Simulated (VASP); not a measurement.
# K2HfSe3 (P4/mmm) in VASP: notebook

Runs on K2HfSe3. Level: PBE. Tasks: single point.

All numbers are computed with VASP 6.6.1; they aren't measurements. Logs are shortened: lines on timing, memory, paths and dates and some standing lists are left out, and cuts for length are marked.

### 1 The cell of the first run

The structure is tetragonal, space group P4/mmm (No. 123). The conventional cell has a = 5.616 Å, b = 5.616 Å, c = 5.570 Å, α = 90.00°, β = 90.00°, γ = 90.00°. Within 3.7 Å of K (site symmetry 4/mmm) lie 2 K at 2.78 Å and 4 Se at 2.81 Å. K (site symmetry 4/mmm) has 2 K at 2.78 Å within 3.7 Å. Within 3.7 Å of Hf (site symmetry 4/mmm) lie 6 Se at 2.78 to 2.81 Å. Within 3.7 Å of Se (site symmetry mmm) lie 2 K at 2.81 Å and 2 Hf at 2.81 Å. Se (site symmetry 4/mmm) has 2 Hf at 2.78 Å within 3.7 Å.

### 2 Single point, PBE

File INCAR:

```
PREC     = Accurate       # precision mode
ENCUT    = 520            # plane-wave cutoff, eV
EDIFF    = 1E-7           # SCF threshold, eV
ISMEAR   = 0              # smearing method
SIGMA    = 0.1            # smearing width, eV
LREAL    = F              # projectors in reciprocal space
LASPH    = T              # aspherical terms in the spheres
NELM     = 60             # most SCF steps
ALGO     = Normal         # electronic algorithm
ISIF     = 2              # what is computed and relaxed
LWAVE    = F              # write WAVECAR
LCHARG   = T              # write CHGCAR
GGA      = PE             # functional
LELF     = T              # ELF
LVHAR    = T            
NBANDS   = 32             # bands
```

File KPOINTS:

```
Automatic mesh
0
Gamma
  4 4 4
```

File POSCAR:

```
K2HfSe3
1.0
    5.6163545898      0.0000000000      0.0000000000
    0.0000000000      5.6163545898      0.0000000000
    0.0000000000      0.0000000000      5.5697153683
K Hf Se
2 1 3
Direct
    0.5000000000      0.5000000000      0.0000000000
    0.5000000000      0.5000000000      0.5000000000
    0.0000000000      0.0000000000      0.0000000000
    0.5000000000      0.0000000000      0.0000000000
    0.0000000000      0.5000000000      0.0000000000
    0.0000000000      0.0000000000      0.5000000000
```

Potentials or basis: VASP PAW PBE potentials, release 64 (K_sv, Hf_pv, Se).

Launch:

```
$ cat potpaw_PBE.64/K_sv/POTCAR potpaw_PBE.64/Hf_pv/POTCAR potpaw_PBE.64/Se/POTCAR > POTCAR
$ mpirun -np 1 vasp_std > vasp.out
```

OUTCAR:

```text
PREC = Accurate
   ENCUT = 520
   EDIFF = 1E-7
   ISMEAR = 0
   LREAL = F
   LASPH = T
   NELM = 60
   ISIF = 2
   GGA = PE

 ion  position               nearest neighbor table
   1  0.500  0.500  0.000-   2 2.78   2 2.78   5 2.81   4 2.81   4 2.81   5 2.81
   2  0.500  0.500  0.500-   1 2.78   1 2.78
   3  0.000  0.000  0.000-   6 2.78   6 2.78   4 2.81   5 2.81   5 2.81   4 2.81
   4  0.500  0.000  0.000-   1 2.81   3 2.81   1 2.81   3 2.81
   5  0.000  0.500  0.000-   1 2.81   3 2.81   3 2.81   1 2.81
   6  0.000  0.000  0.500-   3 2.78   3 2.78

  LATTYP: Found a simple tetragonal cell.
 ALAT       =     5.6163545898
 C/A-ratio  =     0.9916958196

  Lattice vectors:

 A1 = (   5.6163545898,   0.0000000000,   0.0000000000)
 A2 = (   0.0000000000,   5.6163545898,   0.0000000000)
 A3 = (   0.0000000000,   0.0000000000,   5.5697153683)

Analysis of symmetry for initial positions (statically):
=====================================================================
 Subroutine PRICEL returns:
 Original cell was already a primitive cell.

 Routine SETGRP: Setting up the symmetry group for a
 simple tetragonal supercell.

 Subroutine GETGRP returns: Found 16 space group operations
 (whereof 16 operations were pure point group operations)
 out of a pool of 16 trial point group operations.

The static configuration has the point symmetry D_4h.

Analysis of symmetry for dynamics (positions and initial velocities):
=====================================================================
 Subroutine PRICEL returns:
 Original cell was already a primitive cell.

 Routine SETGRP: Setting up the symmetry group for a
 simple tetragonal supercell.

 Subroutine GETGRP returns: Found 16 space group operations
 (whereof 16 operations were pure point group operations)
 out of a pool of 16 trial point group operations.

The dynamic configuration has the point symmetry D_4h.

 Subroutine INISYM returns: Found 16 space group operations
 (whereof 16 operations are pure point group operations),
 and found     1 'primitive' translations

----------------------------------------------------------------------------------------

                                     Primitive cell

  volume of cell :     175.6880

  direct lattice vectors                    reciprocal lattice vectors
     5.616354590  0.000000000  0.000000000     0.178051436  0.000000000  0.000000000
     0.000000000  5.616354590  0.000000000     0.000000000  0.178051436  0.000000000
     0.000000000  0.000000000  5.569715368     0.000000000  0.000000000  0.179542388

  length of vectors
     5.616354590  5.616354590  5.569715368     0.178051436  0.178051436  0.179542388

  position of ions in fractional coordinates (direct lattice)
     0.500000000  0.500000000  0.000000000
     0.500000000  0.500000000  0.500000000
     0.000000000  0.000000000  0.000000000
     0.500000000  0.000000000  0.000000000
     0.000000000  0.500000000  0.000000000
     0.000000000  0.000000000  0.500000000

  ion indices of the primitive-cell ions
   primitive index   ion index
                 1           1
                 2           2
                 3           3
                 4           4
                 5           5
                 6           6

----------------------------------------------------------------------------------------

 KPOINTS: Automatic mesh

Automatic generation of k-mesh.
 Grid dimensions read from file:
 generate k-points for:    4    4    4

 Generating k-lattice:

  Cartesian coordinates                     Fractional coordinates (reciprocal lattice)
     0.044512859  0.000000000  0.000000000     0.250000000  0.000000000  0.000000000
     0.000000000  0.044512859  0.000000000     0.000000000  0.250000000  0.000000000
     0.000000000  0.000000000  0.044885597     0.000000000  0.000000000  0.250000000

  Length of vectors
     0.044512859  0.044512859  0.044885597

  Shift w.r.t. Gamma in fractional coordinates (k-lattice)
     0.000000000  0.000000000  0.000000000

 Subroutine IBZKPT returns following result:
 ===========================================

 Found     18 irreducible k-points:

 Following reciprocal coordinates:
            Coordinates               Weight
  0.000000  0.000000  0.000000      1.000000
  0.250000  0.000000  0.000000      4.000000
  0.500000  0.000000  0.000000      2.000000
  0.250000  0.250000  0.000000      4.000000
  0.500000  0.250000  0.000000      4.000000
  0.500000  0.500000  0.000000      1.000000
[... 10 lines left out ...]
  0.500000  0.250000  0.500000      4.000000
  0.500000  0.500000  0.500000      1.000000
   k-points           NKPTS =     18   k-points in BZ     NKDIM =     18   number of bands    NBANDS=     32
   number of dos      NEDOS =    301   number of ions     NIONS =      6
   total plane-waves  NPLWV =  74088
   dimension x,y,z NGX =    42 NGY =   42 NGZ =   42
   dimension x,y,z NGXF=    84 NGYF=   84 NGZF=   84
   ions per type =               2   1   3
   NGX,Y,Z   is equivalent  to a cutoff of  12.43, 12.43, 12.54 a.u.
   NGXF,Y,Z  is equivalent  to a cutoff of  24.86, 24.86, 25.07 a.u.
 SYSTEM =  unknown system
   PREC   = accura    normal or accurate (medium, high low for compatibility)
   ISTART =      0    job   : 0-new  1-cont  2-samecut
   ICHARG =      2    charge: 1-file 2-atom 10-const
   ISPIN  =      1    spin polarized calculation?
   LNONCOLLINEAR =      F non collinear calculations
   LSORBIT =      F    spin-orbit coupling
   LASPH  =      T    aspherical Exc in radial PAW
   ENCUT  =  520.0 eV  38.22 Ry    6.18 a.u.  10.44 10.44 10.36*2*pi/ulx,y,z
   NELM   =     60;   NELMIN=  2; NELMDL= -5     # of ELM steps
   EDIFF  = 0.1E-06   stopping-criterion for ELM
   LREAL  =      F    real-space projection
   EDIFFG = 0.1E-05   stopping-criterion for IOM
   NSW    =      0    number of steps for IOM
   IBRION =     -1    ionic relax: 0-MD 1-quasi-New 2-CG
   NFREE  =      0    steps in history (QN), initial steepest desc. (CG)
   ISIF   =      2    stress and relaxation
   ISYM   =      2    0-nonsym 1-usesym 2-fastsym
   POTIM  = 0.5000    time-step for ionic-motion
   TEBEG  =    0.0;   TEEND  =   0.0 temperature during run
   PSTRESS=    0.0 pullay stress
   NELECT =      46.0000    total number of electrons
   NUPDOWN=      -1.0000    fix difference up-down
   EMIN   =  10.00;   EMAX   =-10.00  energy-range for DOS
   EFERMI =   0.00;   METHOD = LEGACY
   ISMEAR =     0;   SIGMA  =   0.10  broadening in eV -4-tet -1-fermi 0-gaus
   EFERMI_NEDOS =   21; number of points for ismear=-14 and -15
   IALGO  =     38    algorithm
   IMIX   =      4    mixing-type and parameters
     AMIX     =   0.40;   BMIX     =  1.00
     AMIX_MAG =   1.60;   BMIX_MAG =  1.00
  volume/ion in A,a.u.               =      29.28       197.60
  Fermi-wavevector in a.u.,A,eV,Ry     =   1.047322  1.979151 14.923995  1.096883
  Thomas-Fermi vector in A             =   2.182197
   LORBIT       =      0    0 simple, 1 ext, 2 COOP (PROOUT), +10 PAW based schemes
   GGA     = PE    functional components
   LHFCALC =     F    Hartree Fock is set to
   AEXX    =    0.0000 exact exchange contribution
   IVDW    =     0    specifies the selected vdW correction
   LEPSILON=     F    determine dielectric tensor
   LRPA    =     F    only Hartree local field effects (RPA)
 non-spin polarized calculation
 Gauss-broadening in eV      SIGMA  =   0.10
  energy-cutoff  :      520.00
  volume of cell :      175.69
 maximum number of plane-waves:      4741
 NGX is ok and might be reduce to    42
   NGX = 21   NGY = 21   NGZ = 21

 number of electron      45.9999991 magnetization

 Free energy of the ion-electron system (eV)
  ---------------------------------------------------
  ext. energy  EPLUGINS =         0.00000000
  ---------------------------------------------------
  free energy    TOTEN  =       -27.28938536 eV

  energy without entropy =      -27.28314295  energy(sigma->0) =      -27.28626416

 E-fermi :   1.9875     XC(G=0):  -8.5620

 val. band max:        1.9258101178   @ k =   0.5000   0.0000   0.5000
 cond. band min:       2.0104456287   @ k =   0.0000   0.0000   0.0000
 fundamental gap:      0.0846355109
 Fermi energy:         1.9875197554

 k-point     1 :       0.0000    0.0000    0.0000
  band No.  band energies     occupation
      1     -30.2930      2.00000
      2     -30.2930      2.00000
      3     -30.2316      2.00000
      4     -29.7304      2.00000
      5     -28.3143      2.00000
      6     -14.1001      2.00000
[... 24 lines left out ...]
     31       5.6790      0.00000
     32       5.6790      0.00000

 k-point     2 :       0.2500    0.0000    0.0000
  band No.  band energies     occupation
      1     -30.2936      2.00000
      2     -30.2930      2.00000
      3     -30.2316      2.00000
      4     -29.7304      2.00000
      5     -28.3139      2.00000
      6     -14.0994      2.00000
[... 24 lines left out ...]
     31       5.7978      0.00000
     32       6.1761      0.00000

 k-point     3 :       0.5000    0.0000    0.0000
  band No.  band energies     occupation
      1     -30.2943      2.00000
      2     -30.2929      2.00000
      3     -30.2316      2.00000
      4     -29.7303      2.00000
      5     -28.3134      2.00000
      6     -14.0987      2.00000
[... 24 lines left out ...]
     31       6.3004      0.00000
     32       6.8938      0.00000

 k-point     4 :       0.2500    0.2500    0.0000
  band No.  band energies     occupation
      1     -30.2936      2.00000
      2     -30.2935      2.00000
      3     -30.2316      2.00000
      4     -29.7303      2.00000
      5     -28.3135      2.00000
      6     -14.0987      2.00000
[... 444 lines left out ...]
     31       7.2623      0.00000
     32       7.2944      0.00000

 k-point    17 :       0.5000    0.2500    0.5000
  band No.  band energies     occupation
      1     -30.2941      2.00000
      2     -30.2934      2.00000
      3     -30.2327      2.00000
      4     -29.7005      2.00000
      5     -28.3589      2.00000
      6     -13.4221      2.00000
[... 24 lines left out ...]
     31       7.0227      0.00000
     32       7.5519      0.00000

 k-point    18 :       0.5000    0.5000    0.5000
  band No.  band energies     occupation
      1     -30.2940      2.00000
      2     -30.2940      2.00000
      3     -30.2327      2.00000
      4     -29.7005      2.00000
      5     -28.3586      2.00000
      6     -13.4213      2.00000
[... 24 lines left out ...]
     31       8.1857      0.00000
     32       8.3918      0.00000

------------------------ aborting loop because EDIFF is reached ----------------------------------------

  FORCE on cell =-STRESS in cart. coord.  units (eV):
  Direction    XX          YY          ZZ          XY          YZ          ZX
  --------------------------------------------------------------------------------------
  -------------------------------------------------------------------------------------
  Total       -0.1580117     -0.1580117      0.0426970      0.0000000      0.0000000      0.0000000
  in kB       -1.4409794     -1.4409794      0.3893729      0.0000000      0.0000000      0.0000000
  external PRESSURE =      -0.8308619 kB  Pullay stress =       0.0000000 kB

 VOLUME and BASIS-vectors are now :
 -----------------------------------------------------------------------------
  energy-cutoff  :      520.00
  volume of cell :      175.69
      direct lattice vectors                 reciprocal lattice vectors
     5.616354590  0.000000000  0.000000000     0.178051436  0.000000000  0.000000000
     0.000000000  5.616354590  0.000000000     0.000000000  0.178051436  0.000000000
     0.000000000  0.000000000  5.569715368     0.000000000  0.000000000  0.179542388

 POSITION                                       TOTAL-FORCE (eV/Angst)
 -----------------------------------------------------------------------------------
      2.80818      2.80818      0.00000         0.000000      0.000000      0.000000
      2.80818      2.80818      2.78486         0.000000      0.000000      0.000000
      0.00000      0.00000      0.00000         0.000000      0.000000      0.000000
      2.80818      0.00000      0.00000         0.000000      0.000000      0.000000
      0.00000      2.80818      0.00000         0.000000      0.000000      0.000000
      0.00000      0.00000      2.78486         0.000000      0.000000      0.000000
 -----------------------------------------------------------------------------------
    total drift:                                0.000000     -0.000000     -0.000000

  FREE ENERGIE OF THE ION-ELECTRON SYSTEM (eV)
  ---------------------------------------------------
  free  energy   TOTEN  =       -27.2893853582 eV

  energy  without entropy=      -27.2831429547  energy(sigma->0) =      -27.28626416
```

It took 64 s on 1 thread of AMD EPYC 9R45 (Zen 5), shared host; peak memory 0.28 GiB.

Results:

| Quantity | Value |
| --- | --- |
| Free energy | -27.2894 eV |
| Pressure | -0.1 GPa |
| Band gap on the k mesh | 0.08 eV, indirect (least direct gap 0.65 eV) |

Caveat: spin-orbit coupling is left out, which moves the levels of the heavy elements. A k mesh can miss the band edges.

### 3 Single point, PBE

This run uses another cell than the first one, of 29.56 Å³/atom, 1.010 times its volume.

File INCAR:

```
SYSTEM = K2HfSe3
ALGO = Normal
EDIFF = 1E-7
ENCUT = 520
GGA = PE
ISIF = 2
ISMEAR = 0
LASPH = .TRUE.
LCHARG = .TRUE.
LELF = .TRUE.
LREAL = .FALSE.
LVHAR = .TRUE.
LWAVE = .FALSE.
NBANDS = 32
NELM = 80
PREC = Accurate
SIGMA = 0.1
```

File KPOINTS:

```
k-points
0
G
  4 4 4
  0 0 0
```

POSCAR: that of step 2 with these lines changed.

```diff
@@ -2,5 +2,5 @@
 1.0
-    5.6163545898      0.0000000000      0.0000000000
-    0.0000000000      5.6163545898      0.0000000000
-    0.0000000000      0.0000000000      5.5697153683
+    4.9539475500      0.0000000000      0.0000000000
+    0.0000000000      4.9539475500      0.0000000000
+    0.0000000000      0.0000000000      7.2269691400
 K Hf Se
```

Potentials or basis: VASP PAW PBE potentials, release 64 (K_sv, Hf_pv, Se).

Launch:

```
$ cat potpaw_PBE.64/K_sv/POTCAR potpaw_PBE.64/Hf_pv/POTCAR potpaw_PBE.64/Se/POTCAR > POTCAR
$ mpirun -np 1 vasp_std > vasp.out
```

It took 71 s on 1 thread of AMD EPYC 9R45 (Zen 5), shared host; peak memory 0.3 GiB.

The run converged. Its results:

```yaml
Free_energy: -23.6045 eV
Pressure: 12.7 GPa
Band_gap_on_the_k_mesh: zero (band 23 reaches 1.54 eV, above the bottom of band 24 at 1.48 eV)
```

Stress tensor (GPa, compression positive):
```
21.82  0.00  0.00
 0.00 21.82  0.00
 0.00  0.00 -5.61
```

Levels at points of the mesh, in eV from the Fermi level:
```
           k point  band 21  band 22  band 23  band 24  band 25  band 26
(0.00, 0.00, 0.00)    -0.06    -0.06     0.02     0.02     0.47     0.47
(0.50, 0.00, 0.00)    -0.97    -0.46    -0.14     0.68     0.92     3.18
(0.50, 0.50, 0.00)    -0.94    -0.61    -0.61     1.06     3.34     3.34
(0.00, 0.00, 0.50)    -0.34    -0.34    -0.05    -0.05     0.94     0.94
(0.50, 0.00, 0.50)    -1.53    -0.64    -0.39     1.02     2.85     3.18
(0.50, 0.50, 0.50)    -1.37    -0.35    -0.35     2.94     3.35     3.35
```

Caveat: spin-orbit coupling is left out, which moves the levels of the heavy elements.
